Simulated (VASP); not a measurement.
Input of a VASP 6.6.1 run:

The input INCAR:

```
SYSTEM = Sr
ALGO = Fast ; EDIFF = 1E-6
ENCUT = 520 ; GGA = PE
ISIF = 2 ; ISMEAR = 0
LASPH = .TRUE. ; LCHARG = .FALSE.
LREAL = .FALSE. ; LWAVE = .FALSE.
NBANDS = 11 ; NELM = 60
PREC = Accurate ; SIGMA = 0.05
```

KPOINTS

```
k-points
0
G
  12 12 12
  0 0 0
```

POSCAR

```
Sr
1.0
    0.0000000000      3.0400000000      3.0400000000
    3.0400000000      0.0000000000      3.0400000000
    3.0400000000      3.0400000000      0.0000000000
Sr
1
Direct
    0.0000000000      0.0000000000      0.0000000000
```

Potentials or basis: VASP PAW PBE potentials, release 64 (Sr_sv).

The run is started by

```sh
$ cat potpaw_PBE.64/Sr_sv/POTCAR > POTCAR
$ mpirun -np 1 vasp_std > vasp.out
```

**Question.** Estimate the pressure.

**Answer.** -0.3 GPa.

**Question.** What does it give for the band gap on the k mesh?

**Answer.** Zero (band 5 reaches 1.59 eV, above the bottom of band 6 at 1.51 eV).
